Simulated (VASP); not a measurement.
# V (P6_3/mmc) in VASP: relaxation of cell and atoms with PBE

Aim: the relaxation of cell and atoms of V with PBE.

All numbers are computed with VASP 6.6.1; they aren't measurements. Logs are shortened: lines on timing, memory, paths and dates and some standing lists are left out, and cuts for length are marked.

## 1. The cell of the first run

Symmetry: P6_3/mmc, No. 194, hexagonal system. Conventional cell: a = 2.690 Å, b = 2.690 Å, c = 4.394 Å, α = 90.00°, β = 90.00°, γ = 120.00°. V (site symmetry -6m2) has 12 V at 2.69 Å within 3.5 Å.

## 2. Relaxation of cell and atoms, PBE, collinear spin, ferromagnetic start

INCAR reads:

```
SYSTEM = V
PREC = Accurate
ENCUT = 600
EDIFF = 1E-6
ISMEAR = 0
SIGMA = 0.05
LREAL = .FALSE.
LASPH = .TRUE.
NELM = 150
ALGO = Fast
ISIF = 3
LWAVE = .FALSE.
LCHARG = .FALSE.
ISPIN = 2
MAGMOM = 1 1
LORBIT = 11
LMAXMIX = 4
GGA = PE
IBRION = 2
NSW = 80
EDIFFG = -0.01
```

KPOINTS reads:

```
Automatic mesh
0
G
  18 18 10
  0 0 0
```

POSCAR reads:

```
V
1.0
    2.6903270725      0.0000000000      0.0000000000
   -1.3451635362      2.3298915892      0.0000000000
    0.0000000000      0.0000000000      4.3942008850
V
2
Direct
    0.3333333333      0.6666666667      0.7500000000
    0.6666666667      0.3333333333      0.2500000000
```

Potentials or basis: VASP PAW PBE potentials, release 64 (V_sv).

Started as:

```sh
cat potpaw_PBE.64/V_sv/POTCAR > POTCAR
mpirun -np 1 vasp_std > vasp.out
```

OUTCAR:

```text
SYSTEM = V
   PREC = Accurate
   ENCUT = 600
   EDIFF = 1E-6
   ISMEAR = 0
   LREAL = .FALSE.
   LASPH = .TRUE.
   NELM = 150
   ISIF = 3
   ISPIN = 2
   LORBIT = 11
   GGA = PE
   IBRION = 2
   NSW = 80
   EDIFFG = -0.01

 ion  position               nearest neighbor table
   1  0.333  0.667  0.750-   2 2.69   2 2.69   2 2.69   2 2.69   2 2.69   2 2.69
   2  0.667  0.333  0.250-   1 2.69   1 2.69   1 2.69   1 2.69   1 2.69   1 2.69

  LATTYP: Found a hexagonal cell.
 ALAT       =     2.6903270725
 C/A-ratio  =     1.6333333333

  Lattice vectors:

 A1 = (   2.6903270725,   0.0000000000,   0.0000000000)
 A2 = (  -1.3451635362,   2.3298915892,   0.0000000000)
 A3 = (   0.0000000000,   0.0000000000,   4.3942008850)

Analysis of symmetry for initial positions (statically):
=====================================================================
 Subroutine PRICEL returns:
 Original cell was already a primitive cell.

 Routine SETGRP: Setting up the symmetry group for a
 hexagonal supercell.

 Subroutine GETGRP returns: Found 24 space group operations
 (whereof 12 operations were pure point group operations)
 out of a pool of 24 trial point group operations.

The static configuration has the point symmetry D_3d.
 The point group associated with its full space group is D_6h.

Analysis of symmetry for dynamics (positions and initial velocities):
=====================================================================
 Subroutine PRICEL returns:
 Original cell was already a primitive cell.

 Routine SETGRP: Setting up the symmetry group for a
 hexagonal supercell.

 Subroutine GETGRP returns: Found 24 space group operations
 (whereof 12 operations were pure point group operations)
 out of a pool of 24 trial point group operations.

The dynamic configuration has the point symmetry D_3d.
 The point group associated with its full space group is D_6h.

Analysis of structural, dynamic, and magnetic symmetry:
=====================================================================
 Subroutine PRICEL returns:
 Original cell was already a primitive cell.

 Routine SETGRP: Setting up the symmetry group for a
 hexagonal supercell.

 Subroutine GETGRP returns: Found 24 space group operations
 (whereof 12 operations were pure point group operations)
 out of a pool of 24 trial point group operations.

The overall configuration has the point symmetry D_3d.
 The point group associated with its full space group is D_6h.

 Subroutine INISYM returns: Found 24 space group operations
 (whereof 12 operations are pure point group operations),
 and found     1 'primitive' translations

----------------------------------------------------------------------------------------

                                     Primitive cell

  volume of cell :      27.5436

  direct lattice vectors                    reciprocal lattice vectors
     2.690327073  0.000000000  0.000000000     0.371702017  0.214602260  0.000000000
    -1.345163536  2.329891589  0.000000000     0.000000000  0.429204519  0.000000000
     0.000000000  0.000000000  4.394200885     0.000000000  0.000000000  0.227572664

  length of vectors
     2.690327073  2.690327072  4.394200885     0.429204519  0.429204519  0.227572664

  position of ions in fractional coordinates (direct lattice)
     0.333333333  0.666666667  0.750000000
     0.666666667  0.333333333  0.250000000

  ion indices of the primitive-cell ions
   primitive index   ion index
                 1           1
                 2           2

----------------------------------------------------------------------------------------

 KPOINTS: Automatic mesh

Automatic generation of k-mesh.
 Grid dimensions read from file:
 generate k-points for:   18   18   10

 Generating k-lattice:

  Cartesian coordinates                     Fractional coordinates (reciprocal lattice)
     0.020650112  0.011922348  0.000000000     0.055555556  0.000000000  0.000000000
     0.000000000  0.023844696  0.000000000     0.000000000  0.055555556  0.000000000
     0.000000000  0.000000000  0.022757266     0.000000000  0.000000000  0.100000000

  Length of vectors
     0.023844696  0.023844696  0.022757266

  Shift w.r.t. Gamma in fractional coordinates (k-lattice)
     0.000000000  0.000000000  0.000000000

 Subroutine IBZKPT returns following result:
 ===========================================

 Found    222 irreducible k-points:

 Following reciprocal coordinates:
            Coordinates               Weight
  0.000000  0.000000  0.000000      1.000000
  0.055556  0.000000  0.000000      6.000000
  0.111111  0.000000  0.000000      6.000000
  0.166667  0.000000  0.000000      6.000000
  0.222222  0.000000  0.000000      6.000000
  0.277778  0.000000  0.000000      6.000000
[... 16 lines left out ...]
  0.333333  0.111111  0.000000     12.000000
  0.388889  0.111111  0.000000     12.000000
 [... further k-points ...]
   k-points           NKPTS =    222   k-points in BZ     NKDIM =    222   number of bands    NBANDS=     18
   number of dos      NEDOS =    301   number of ions     NIONS =      2
   total plane-waves  NPLWV =  20736
   dimension x,y,z NGX =    24 NGY =   24 NGZ =   36
   dimension x,y,z NGXF=    48 NGYF=   48 NGZF=   72
   ions per type =               2
   NGX,Y,Z   is equivalent  to a cutoff of  14.83, 14.83, 13.62 a.u.
   NGXF,Y,Z  is equivalent  to a cutoff of  29.66, 29.66, 27.24 a.u.
 SYSTEM =  V
   PREC   = accura    normal or accurate (medium, high low for compatibility)
   ISTART =      0    job   : 0-new  1-cont  2-samecut
   ICHARG =      2    charge: 1-file 2-atom 10-const
   ISPIN  =      2    spin polarized calculation?
   LNONCOLLINEAR =      F non collinear calculations
   LSORBIT =      F    spin-orbit coupling
   LASPH  =      T    aspherical Exc in radial PAW
   ENCUT  =  600.0 eV  44.10 Ry    6.64 a.u.   5.37  5.37  8.78*2*pi/ulx,y,z
   NELM   =    150;   NELMIN=  2; NELMDL= -5     # of ELM steps
   EDIFF  = 0.1E-05   stopping-criterion for ELM
   LREAL  =      F    real-space projection
   EDIFFG = -.1E-01   stopping-criterion for IOM
   NSW    =     80    number of steps for IOM
   IBRION =      2    ionic relax: 0-MD 1-quasi-New 2-CG
   NFREE  =      1    steps in history (QN), initial steepest desc. (CG)
   ISIF   =      3    stress and relaxation
   ISYM   =      2    0-nonsym 1-usesym 2-fastsym
   POTIM  = 0.5000    time-step for ionic-motion
   TEBEG  =    0.0;   TEEND  =   0.0 temperature during run
   PSTRESS=    0.0 pullay stress
   NELECT =      26.0000    total number of electrons
   NUPDOWN=      -1.0000    fix difference up-down
   EMIN   =  10.00;   EMAX   =-10.00  energy-range for DOS
   EFERMI =   0.00;   METHOD = LEGACY
   ISMEAR =     0;   SIGMA  =   0.05  broadening in eV -4-tet -1-fermi 0-gaus
   EFERMI_NEDOS =   21; number of points for ismear=-14 and -15
   IALGO  =     68    algorithm
   IMIX   =      4    mixing-type and parameters
     AMIX     =   0.40;   BMIX     =  1.00
     AMIX_MAG =   1.60;   BMIX_MAG =  1.00
  volume/ion in A,a.u.               =      13.77        92.94
  Fermi-wavevector in a.u.,A,eV,Ry     =   1.605927  3.034761 35.089432  2.579000
  Thomas-Fermi vector in A             =   2.702195
   LORBIT       =     11    0 simple, 1 ext, 2 COOP (PROOUT), +10 PAW based schemes
   GGA     = PE    functional components
   LHFCALC =     F    Hartree Fock is set to
   AEXX    =    0.0000 exact exchange contribution
   IVDW    =     0    specifies the selected vdW correction
   LEPSILON=     F    determine dielectric tensor
   LRPA    =     F    only Hartree local field effects (RPA)
 conjugate gradient relaxation of ions
 spin polarized calculation
 RMM-DIIS sequential band-by-band and
 Gauss-broadening in eV      SIGMA  =   0.05
  energy-cutoff  :      600.00
  volume of cell :       27.54
 maximum number of plane-waves:       954
 NGX is ok and might be reduce to    24
   NGX = 11   NGY = 11   NGZ = 17

--------------------------------------- Ionic step        1  -------------------------------------------

 number of electron      26.0000011 magnetization       0.0007973

 Free energy of the ion-electron system (eV)
  ---------------------------------------------------
  ext. energy  EPLUGINS =         0.00000000
  ---------------------------------------------------
  free energy    TOTEN  =       -17.41214136 eV

  energy without entropy =      -17.40738523  energy(sigma->0) =      -17.40976330

------------------------ aborting loop because EDIFF is reached ----------------------------------------

  FORCE on cell =-STRESS in cart. coord.  units (eV):
  Direction    XX          YY          ZZ          XY          YZ          ZX
  --------------------------------------------------------------------------------------
  -------------------------------------------------------------------------------------
  Total       -0.2877674     -0.2877674      1.2349966     -0.0000000     -0.0000000      0.0000000
  in kB      -16.7390778    -16.7390778     71.8382324     -0.0000000     -0.0000000      0.0000000
  external PRESSURE =      12.7866923 kB  Pullay stress =       0.0000000 kB
[... 211 lines left out ...]
--------------------------------------- Ionic step        7  -------------------------------------------

 number of electron      26.0000017 magnetization      -0.0000006

 number of electron      26.0000017 magnetization       0.0000001

 Free energy of the ion-electron system (eV)
  ---------------------------------------------------
  ext. energy  EPLUGINS =         0.00000000
  ---------------------------------------------------
  free energy    TOTEN  =       -17.48108648 eV

  energy without entropy =      -17.47655654  energy(sigma->0) =      -17.47882151

 E-fermi :   9.7215     XC(G=0): -12.7377

 val. band max:        9.7213114544   @ k =   0.1667   0.0000   0.0000
 cond. band min:       9.7240837278   @ k =   0.4444   0.1111   0.2000
 fundamental gap:      0.0027722735
 Fermi energy:         9.7215001020

 spin component 1

 k-point     1 :       0.0000    0.0000    0.0000
  band No.  band energies     occupation
      1     -54.3146      1.00000
      2     -54.2028      1.00000
      3     -28.4183      1.00000
      4     -27.7671      1.00000
      5     -27.6577      1.00000
      6     -27.6577      1.00000
[... 10 lines left out ...]
     17      11.5026      0.00000
     18      11.5026      0.00000
[... 466 lines left out ...]
      2     -54.0832      1.00000
      3     -28.4483      1.00000
      4     -28.3606      1.00000
      5     -28.0664      1.00000
      6     -27.9260      1.00000
[... 10 lines left out ...]
     17      12.4897      0.00000
     18      12.9495      0.00000

 [... further k-points ...]

 spin component 2

 k-point     1 :       0.0000    0.0000    0.0000
  band No.  band energies     occupation
      1     -54.3146      1.00000
      2     -54.2028      1.00000
      3     -28.4183      1.00000
      4     -27.7671      1.00000
      5     -27.6577      1.00000
      6     -27.6577      1.00000
[... 10 lines left out ...]
     17      11.5026      0.00000
     18      11.5026      0.00000
[... 466 lines left out ...]
      2     -54.0832      1.00000
      3     -28.4483      1.00000
      4     -28.3606      1.00000
      5     -28.0664      1.00000
      6     -27.9260      1.00000
[... 10 lines left out ...]
     17      12.4897      0.00000
     18      12.9495      0.00000

 [... further k-points ...]

------------------------ aborting loop because EDIFF is reached ----------------------------------------

  FORCE on cell =-STRESS in cart. coord.  units (eV):
  Direction    XX          YY          ZZ          XY          YZ          ZX
  --------------------------------------------------------------------------------------
  -------------------------------------------------------------------------------------
  Total        0.0035098      0.0035098      0.0007533      0.0000000     -0.0000000      0.0000000
  in kB        0.2029893      0.2029893      0.0435698      0.0000000     -0.0000000      0.0000000
  external PRESSURE =       0.1498494 kB  Pullay stress =       0.0000000 kB
[... 17 lines left out ...]
  FREE ENERGIE OF THE ION-ELECTRON SYSTEM (eV)
  ---------------------------------------------------
  free  energy   TOTEN  =       -17.4810864834 eV

  energy  without entropy=      -17.4765565391  energy(sigma->0) =      -17.47882151

 reached required accuracy - stopping structural energy minimisation

 total charge

# of ion       s       p       d       tot
------------------------------------------
    1        2.343   6.211   3.072  11.626
    2        2.343   6.211   3.072  11.626
--------------------------------------------------
tot          4.686  12.421   6.145  23.253

 magnetization (x)

# of ion       s       p       d       tot
------------------------------------------
    1       -0.000  -0.000   0.000   0.000
    2       -0.000  -0.000   0.000   0.000
--------------------------------------------------
tot         -0.000  -0.000   0.000   0.000
```

Run time: 12 min. Hardware: 1 thread of Intel Xeon Platinum 8559C (Emerald Rapids), shared host; peak memory 0.33 GiB.

What came out:

| Quantity | Value |
| --- | --- |
| Free energy | -17.4811 eV |
| Relaxed volume | 13.85 Å³/atom |
| Relaxed cell | a = 2.611 Å, b = 2.611 Å, c = 4.692 Å, α = 90.00°, β = 90.00°, γ = 120.00° |
| Space group after relaxing (to 0.05 Å) | P6_3/mmc (No. 194) |
| Energy gained by relaxing | 34.5 meV/atom |
| Ionic steps | 7 |
| Pressure after relaxing | 0.0 GPa |
| Band gap on the k mesh | zero (filled and empty bands overlap) |
| Net moment | 0.00 μB per cell |
| Valence electrons inside the program's atomic spheres | V 11.63 |

The path:
```csv
step,energy change (eV),largest force (eV/Å),pressure (GPa),volume (Å³)
1,0.0000,0.0000,1.28,27.54
2,-0.0362,0.0000,-1.65,27.97
3,-0.0550,0.0000,-4.51,28.46
4,-0.0664,0.0000,-1.59,27.97
5,-0.0664,0.0000,-1.88,27.99
6,-0.0688,0.0000,-0.38,27.76
7,-0.0689,0.0000,0.01,27.70
```

Final structure:
```
V
1.0
     2.61100    0.00000    0.00000
    -1.30550    2.26119    0.00000
     0.00000    0.00000    4.69217
V
2
Direct
  0.33333 0.66667 0.75000
  0.66667 0.33333 0.25000
```

Levels at points of the mesh, in eV from the Fermi level:
Spin up:
```csv
k point,band 11,band 12,band 13,band 14,band 15,band 16
"(0.00, 0.00, 0.00)",-0.53,-0.16,0.31,0.31,0.64,0.64
"(0.50, 0.00, 0.00)",-2.70,-0.33,-0.23,0.31,0.57,2.97
"(0.00, 0.00, 0.50)",-0.99,-0.99,0.34,0.34,0.34,0.34
"(0.50, 0.00, 0.50)",-1.78,-1.78,1.60,1.60,1.62,1.62
```
Spin down:
```tsv
k point	band 11	band 12	band 13	band 14	band 15	band 16
(0.00, 0.00, 0.00)	-0.53	-0.16	0.31	0.31	0.64	0.64
(0.50, 0.00, 0.00)	-2.70	-0.33	-0.23	0.31	0.57	2.97
(0.00, 0.00, 0.50)	-0.99	-0.99	0.34	0.34	0.34	0.34
(0.50, 0.00, 0.50)	-1.78	-1.78	1.60	1.60	1.62	1.62
```
